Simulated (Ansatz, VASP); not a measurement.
ZrF: VASP beside Ansatz

File INCAR:

```
  PREC = Accurate
  ENCUT = 520
  EDIFF = 1E-7
  ISMEAR = 0
  SIGMA = 0.1
  LREAL = False
  LASPH = True
  NELM = 60
  ALGO = Normal
  ISIF = 2
  LWAVE = False
  LCHARG = True
  GGA = PE
  LELF = True
  LVHAR = True
  NBANDS = 27
```

KPOINTS

```
Automatic mesh
0
Gamma
  6 6 4
```

POSCAR

```
ZrF
1.0
    2.5697506922     -1.8778377606      0.0000000000
    2.5697506922      1.8778377606      0.0000000000
   -0.9327519614      0.0000000000      5.5500843067
Zr F
2 2
Direct
    0.0000000000      0.5000000000      0.0000000000
    0.5000000000      0.0000000000      0.5000000000
    0.5816000000      0.4184000000      0.2500000000
    0.4184000000      0.5816000000      0.7500000000
```

Input for Ansatz:

```yaml
crystal:
  lattice:
    - [2.5697506922, -1.8778377606, 0.0]
    - [2.5697506922, 1.8778377606, 0.0]
    - [-0.9327519614, 0.0, 5.5500843067]
  atoms:
    - { symbol: Zr, position: [0.0, 0.5, 0.0] }
    - { symbol: Zr, position: [0.5, 0.0, 0.5] }
    - { symbol: F, position: [0.5816, 0.4184, 0.25] }
    - { symbol: F, position: [0.4184, 0.5816, 0.75] }
basis:
  ecutwfc: 420
kpoints:
  mp_grid: { grid: [6, 6, 4] }
hamiltonian:
  xc: pbe
scf:
  occupations: { method: gaussian, width: 0.1 }
  lower_state_search: "off"
output:
  forces: true
  stress: true
  eigenvalues: true
```

Alike in both runs: task single point; functional PBE; k mesh 6 × 6 × 4; occupations gaussian, width 0.1 eV; no spin polarisation.

```csv
,VASP,Ansatz
version,VASP 6.6.1,Ansatz 0.2.0
potentials or method,"VASP PAW PBE potentials, release 64 (Zr_sv, F), cutoff 520 eV","scalar-relativistic, plane waves, PAW"
valence electrons in the cell,38,38
```

|  | VASP | Ansatz | Ansatz less VASP |
| --- | --- | --- | --- |
| gap on the k mesh at the Fermi level (eV) | none | none | - |
| pressure (GPa) | 27.4 | 27.1 | -0.25 |
| traceless stress, the component that is largest in VASP (GPa) | -1.37 | -1.39 | -0.016 |
| rms of the force components (eV/Å) | 0.053 | 0.046 | -0.0078 |

Atom by atom the forces differ by 0.008 eV/Å (rms over components). A gap of «none» marks a metal or a gap that the smearing closes. With one functional, cell and mesh, what is left measures potentials, basis and numerics.
